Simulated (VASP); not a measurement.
# CdBr3 (Pm-3m) in VASP: relaxation of cell and atoms with PBE

Aim: the relaxation of cell and atoms of CdBr3 with PBE.

All numbers are computed with VASP 6.6.1; they aren't measurements. Logs are shortened: lines on timing, memory, paths and dates and some standing lists are left out, and cuts for length are marked.

### 1 The cell of the first run

The structure is cubic, space group Pm-3m (No. 221). The conventional cell has a = 4.795 Å, b = 4.795 Å, c = 4.795 Å, α = 90.00°, β = 90.00°, γ = 90.00°. Within 4.5 Å of Cd (site symmetry m-3m) lie 12 Br at 3.39 Å. Br (site symmetry 4/mmm) has 4 Cd at 3.39 Å and 8 Br at 3.39 Å within 4.5 Å.

### 2 Relaxation of cell and atoms, PBE

File INCAR:

```
SYSTEM = CdBr3
PREC     = Accurate       ! precision mode
ENCUT    = 600            ! plane-wave cutoff, eV
EDIFF    = 1E-6           ! SCF threshold, eV
ISMEAR   = 0              ! smearing method
SIGMA    = 0.1            ! smearing width, eV
LREAL    = .False.        ! projectors in reciprocal space
LASPH    = .True.         ! aspherical terms in the spheres
NELM     = 80             ! most SCF steps
ALGO     = Normal         ! electronic algorithm
ISIF     = 3              ! what is computed and relaxed
LWAVE    = .False.        ! write WAVECAR
LCHARG   = .False.        ! write CHGCAR
GGA      = PE             ! functional
IBRION   = 2              ! ionic algorithm
NSW      = 100            ! ionic steps
EDIFFG   = -0.01          ! ionic threshold
```

File KPOINTS:

```
regular mesh
0
Gamma
  10 10 10
  0 0 0
```

File POSCAR:

```
CdBr3
1.0
    4.7951821729      0.0000000000      0.0000000000
    0.0000000000      4.7951821729      0.0000000000
    0.0000000000      0.0000000000      4.7951821729
Cd Br
1 3
Direct
    0.0000000000      0.0000000000      0.0000000000
    0.0000000000      0.5000000000      0.5000000000
    0.5000000000      0.0000000000      0.5000000000
    0.5000000000      0.5000000000      0.0000000000
```

Potentials or basis: VASP PAW PBE potentials, release 64 (Cd, Br).

Started as:

```sh
cat potpaw_PBE.64/Cd/POTCAR potpaw_PBE.64/Br/POTCAR > POTCAR
mpirun -np 1 vasp_std > vasp.out
```

OUTCAR:

```text
SYSTEM = CdBr3
   PREC = Accurate
   ENCUT = 600
   EDIFF = 1E-6
   ISMEAR = 0
   LREAL = .False.
   LASPH = .True.
   NELM = 80
   ISIF = 3
   GGA = PE
   IBRION = 2
   NSW = 100
   EDIFFG = -0.01

 ion  position               nearest neighbor table
   1  0.000  0.000  0.000-
   2  0.000  0.500  0.500-
   3  0.500  0.000  0.500-
   4  0.500  0.500  0.000-

  LATTYP: Found a simple cubic cell.
 ALAT       =     4.7951821729

  Lattice vectors:

 A1 = (   4.7951821729,   0.0000000000,   0.0000000000)
 A2 = (   0.0000000000,   4.7951821729,   0.0000000000)
 A3 = (   0.0000000000,   0.0000000000,   4.7951821729)

Analysis of symmetry for initial positions (statically):
=====================================================================
 Subroutine PRICEL returns:
 Original cell was already a primitive cell.

 Routine SETGRP: Setting up the symmetry group for a
 simple cubic supercell.

 Subroutine GETGRP returns: Found 48 space group operations
 (whereof 48 operations were pure point group operations)
 out of a pool of 48 trial point group operations.

The static configuration has the point symmetry O_h .

Analysis of symmetry for dynamics (positions and initial velocities):
=====================================================================
 Subroutine PRICEL returns:
 Original cell was already a primitive cell.

 Routine SETGRP: Setting up the symmetry group for a
 simple cubic supercell.

 Subroutine GETGRP returns: Found 48 space group operations
 (whereof 48 operations were pure point group operations)
 out of a pool of 48 trial point group operations.

The dynamic configuration has the point symmetry O_h .

 Subroutine INISYM returns: Found 48 space group operations
 (whereof 48 operations are pure point group operations),
 and found     1 'primitive' translations

----------------------------------------------------------------------------------------

                                     Primitive cell

  volume of cell :     110.2593

  direct lattice vectors                    reciprocal lattice vectors
     4.795182173  0.000000000  0.000000000     0.208542651  0.000000000  0.000000000
     0.000000000  4.795182173  0.000000000     0.000000000  0.208542651  0.000000000
     0.000000000  0.000000000  4.795182173     0.000000000  0.000000000  0.208542651

  length of vectors
     4.795182173  4.795182173  4.795182173     0.208542651  0.208542651  0.208542651

  position of ions in fractional coordinates (direct lattice)
     0.000000000  0.000000000  0.000000000
     0.000000000  0.500000000  0.500000000
     0.500000000  0.000000000  0.500000000
     0.500000000  0.500000000  0.000000000

  ion indices of the primitive-cell ions
   primitive index   ion index
                 1           1
                 2           2
                 3           3
                 4           4

----------------------------------------------------------------------------------------

 KPOINTS: regular mesh

Automatic generation of k-mesh.
 Grid dimensions read from file:
 generate k-points for:   10   10   10

 Generating k-lattice:

  Cartesian coordinates                     Fractional coordinates (reciprocal lattice)
     0.020854265  0.000000000  0.000000000     0.100000000  0.000000000  0.000000000
     0.000000000  0.020854265  0.000000000     0.000000000  0.100000000  0.000000000
     0.000000000  0.000000000  0.020854265     0.000000000  0.000000000  0.100000000

  Length of vectors
     0.020854265  0.020854265  0.020854265

  Shift w.r.t. Gamma in fractional coordinates (k-lattice)
     0.000000000  0.000000000  0.000000000

 Subroutine IBZKPT returns following result:
 ===========================================

 Found     56 irreducible k-points:

 Following reciprocal coordinates:
            Coordinates               Weight
  0.000000  0.000000  0.000000      1.000000
  0.100000  0.000000  0.000000      6.000000
  0.200000  0.000000  0.000000      6.000000
  0.300000  0.000000  0.000000      6.000000
  0.400000  0.000000  0.000000      6.000000
  0.500000  0.000000  0.000000      3.000000
[... 16 lines left out ...]
  0.200000  0.100000  0.100000     24.000000
  0.300000  0.100000  0.100000     24.000000
 [... further k-points ...]
   k-points           NKPTS =     56   k-points in BZ     NKDIM =     56   number of bands    NBANDS=     20
   number of dos      NEDOS =    301   number of ions     NIONS =      4
   total plane-waves  NPLWV =  64000
   dimension x,y,z NGX =    40 NGY =   40 NGZ =   40
   dimension x,y,z NGXF=    80 NGYF=   80 NGZF=   80
   ions per type =               1   3
   NGX,Y,Z   is equivalent  to a cutoff of  13.87, 13.87, 13.87 a.u.
   NGXF,Y,Z  is equivalent  to a cutoff of  27.74, 27.74, 27.74 a.u.
 SYSTEM =  CdBr3
   PREC   = accura    normal or accurate (medium, high low for compatibility)
   ISTART =      0    job   : 0-new  1-cont  2-samecut
   ICHARG =      2    charge: 1-file 2-atom 10-const
   ISPIN  =      1    spin polarized calculation?
   LNONCOLLINEAR =      F non collinear calculations
   LSORBIT =      F    spin-orbit coupling
   LASPH  =      T    aspherical Exc in radial PAW
   ENCUT  =  600.0 eV  44.10 Ry    6.64 a.u.   9.58  9.58  9.58*2*pi/ulx,y,z
   NELM   =     80;   NELMIN=  2; NELMDL= -5     # of ELM steps
   EDIFF  = 0.1E-05   stopping-criterion for ELM
   LREAL  =      F    real-space projection
   EDIFFG = -.1E-01   stopping-criterion for IOM
   NSW    =    100    number of steps for IOM
   IBRION =      2    ionic relax: 0-MD 1-quasi-New 2-CG
   NFREE  =      1    steps in history (QN), initial steepest desc. (CG)
   ISIF   =      3    stress and relaxation
   ISYM   =      2    0-nonsym 1-usesym 2-fastsym
   POTIM  = 0.5000    time-step for ionic-motion
   TEBEG  =    0.0;   TEEND  =   0.0 temperature during run
   PSTRESS=    0.0 pullay stress
   NELECT =      33.0000    total number of electrons
   NUPDOWN=      -1.0000    fix difference up-down
   EMIN   =  10.00;   EMAX   =-10.00  energy-range for DOS
   EFERMI =   0.00;   METHOD = LEGACY
   ISMEAR =     0;   SIGMA  =   0.10  broadening in eV -4-tet -1-fermi 0-gaus
   EFERMI_NEDOS =   21; number of points for ismear=-14 and -15
   IALGO  =     38    algorithm
   IMIX   =      4    mixing-type and parameters
     AMIX     =   0.40;   BMIX     =  1.00
     AMIX_MAG =   1.60;   BMIX_MAG =  1.00
  volume/ion in A,a.u.               =      27.56       186.02
  Fermi-wavevector in a.u.,A,eV,Ry     =   1.095068  2.069378 16.315748  1.199174
  Thomas-Fermi vector in A             =   2.231384
   LORBIT       =      0    0 simple, 1 ext, 2 COOP (PROOUT), +10 PAW based schemes
   GGA     = PE    functional components
   LHFCALC =     F    Hartree Fock is set to
   AEXX    =    0.0000 exact exchange contribution
   IVDW    =     0    specifies the selected vdW correction
   LEPSILON=     F    determine dielectric tensor
   LRPA    =     F    only Hartree local field effects (RPA)
 conjugate gradient relaxation of ions
 non-spin polarized calculation
 Gauss-broadening in eV      SIGMA  =   0.10
  energy-cutoff  :      600.00
  volume of cell :      110.26
 maximum number of plane-waves:      3743
 NGX is ok and might be reduce to    40
   NGX = 19   NGY = 19   NGZ = 19

--------------------------------------- Ionic step        1  -------------------------------------------

 number of electron      32.9999996 magnetization

 Free energy of the ion-electron system (eV)
  ---------------------------------------------------
  ext. energy  EPLUGINS =         0.00000000
  ---------------------------------------------------
  free energy    TOTEN  =        -5.14148038 eV

  energy without entropy =       -5.09837979  energy(sigma->0) =       -5.11993008

------------------------ aborting loop because EDIFF is reached ----------------------------------------

  FORCE on cell =-STRESS in cart. coord.  units (eV):
  Direction    XX          YY          ZZ          XY          YZ          ZX
  --------------------------------------------------------------------------------------
  -------------------------------------------------------------------------------------
  Total       -0.3647769     -0.3647769     -0.3647769      0.0000000      0.0000000      0.0000000
  in kB       -5.3005701     -5.3005701     -5.3005701      0.0000000      0.0000000      0.0000000
  external PRESSURE =      -5.3005701 kB  Pullay stress =       0.0000000 kB

 VOLUME and BASIS-vectors are now :
 -----------------------------------------------------------------------------
  energy-cutoff  :      600.00
  volume of cell :      110.26
      direct lattice vectors                 reciprocal lattice vectors
     4.795182173  0.000000000  0.000000000     0.208542651  0.000000000  0.000000000
     0.000000000  4.795182173  0.000000000     0.000000000  0.208542651  0.000000000
     0.000000000  0.000000000  4.795182173     0.000000000  0.000000000  0.208542651
[... 39 lines left out ...]
 POSITION                                       TOTAL-FORCE (eV/Angst)
 -----------------------------------------------------------------------------------
      0.00000      0.00000      0.00000        -0.000000      0.000000      0.000000
      0.00000      2.38704      2.38704        -0.000000      0.000000      0.000000
      2.38704      0.00000      2.38704         0.000000      0.000000      0.000000
      2.38704      2.38704      0.00000         0.000000      0.000000      0.000000
 -----------------------------------------------------------------------------------
    total drift:                                0.000000     -0.000000     -0.000000

  FREE ENERGIE OF THE ION-ELECTRON SYSTEM (eV)
  ---------------------------------------------------
  free  energy   TOTEN  =        -5.1445669773 eV

  energy  without entropy=       -5.1022120136  energy(sigma->0) =       -5.12338950

--------------------------------------- Ionic step        3  -------------------------------------------

 number of electron      32.9999994 magnetization

 Free energy of the ion-electron system (eV)
  ---------------------------------------------------
  ext. energy  EPLUGINS =         0.00000000
  ---------------------------------------------------
  free energy    TOTEN  =        -5.14480479 eV

  energy without entropy =       -5.10269668  energy(sigma->0) =       -5.12375073

 E-fermi :   1.4078     XC(G=0):  -9.2952

 val. band max:        1.4031723300   @ k =   0.0000   0.0000   0.0000
 cond. band min:       1.4134002286   @ k =   0.5000   0.3000   0.3000
 fundamental gap:      0.0102278986
 Fermi energy:         1.4077834245

 k-point     1 :       0.0000    0.0000    0.0000
  band No.  band energies     occupation
      1     -13.4197      2.00000
      2     -11.9715      2.00000
      3     -11.9715      2.00000
      4      -6.7766      2.00000
      5      -6.7766      2.00000
      6      -6.7766      2.00000
[... 12 lines left out ...]
     19       8.0999      0.00000
     20       8.0999      0.00000
[... 507 lines left out ...]
 k-point    24 :       0.3000    0.1000    0.1000
  band No.  band energies     occupation
      1     -13.1347      2.00000
      2     -12.2621      2.00000
      3     -12.0016      2.00000
      4      -6.8152      2.00000
      5      -6.8037      2.00000
      6      -6.7895      2.00000
[... 12 lines left out ...]
     19       6.0598      0.00000
     20       7.2025      0.00000

 [... further k-points ...]
[... 5 lines left out ...]
  --------------------------------------------------------------------------------------
  -------------------------------------------------------------------------------------
  Total       -0.0073752     -0.0073752     -0.0073752     -0.0000000      0.0000000      0.0000000
  in kB       -0.1090757     -0.1090757     -0.1090757     -0.0000000      0.0000000      0.0000000
  external PRESSURE =      -0.1090757 kB  Pullay stress =       0.0000000 kB

 VOLUME and BASIS-vectors are now :
 -----------------------------------------------------------------------------
  energy-cutoff  :      600.00
  volume of cell :      108.33
      direct lattice vectors                 reciprocal lattice vectors
     4.767075490  0.000000000  0.000000000     0.209772218 -0.000000000  0.000000000
     0.000000000  4.767075490  0.000000000     0.000000000  0.209772218  0.000000000
     0.000000000  0.000000000  4.767075490     0.000000000  0.000000000  0.209772218

 POSITION                                       TOTAL-FORCE (eV/Angst)
 -----------------------------------------------------------------------------------
      0.00000      0.00000      0.00000        -0.000000      0.000000      0.000000
      0.00000      2.38354      2.38354        -0.000000      0.000000      0.000000
      2.38354      0.00000      2.38354         0.000000      0.000000      0.000000
      2.38354      2.38354      0.00000         0.000000      0.000000      0.000000
 -----------------------------------------------------------------------------------
    total drift:                                0.000000     -0.000000     -0.000000

  FREE ENERGIE OF THE ION-ELECTRON SYSTEM (eV)
  ---------------------------------------------------
  free  energy   TOTEN  =        -5.1448047934 eV

  energy  without entropy=       -5.1026966757  energy(sigma->0) =       -5.12375073

 reached required accuracy - stopping structural energy minimisation
```

It took 2 min on 1 thread of AMD EPYC 9R45 (Zen 5), shared host; peak memory 0.31 GiB.

Results:

```yaml
Free_energy: -5.1448 eV
Relaxed_volume: 27.08 Å³/atom
Relaxed_cell: a = 4.767 Å, b = 4.767 Å, c = 4.767 Å, α = 90.00°, β = 90.00°, γ = 90.00°
Space_group_after_relaxing_to_0.1_Å: Pm-3m (No. 221)
Energy_gained_by_relaxing: 0.8 meV/atom
Ionic_steps: 3
Pressure_after_relaxing: 0.0 GPa
Band_gap_on_the_k_mesh: zero (an odd number of electrons rules out a gap without spin polarisation)
```

Step by step:
```
step  energy change (eV)  largest force (eV/Å)  pressure (GPa)  volume (Å³)
   1              0.0000                0.0000           -0.53       110.26
   2             -0.0031                0.0000           -0.14       108.81
   3             -0.0033                0.0000           -0.01       108.33
```

Final structure:
```
Cd Br
1.0
     4.76708    0.00000    0.00000
     0.00000    4.76708    0.00000
     0.00000    0.00000    4.76708
Cd Br
1 3
Direct
  0.00000 0.00000 0.00000
  0.00000 0.50000 0.50000
  0.50000 0.00000 0.50000
  0.50000 0.50000 0.00000
```

Caveat: an odd number of electrons without spin polarisation forces a metal; a magnetic or distorted state may lie lower.
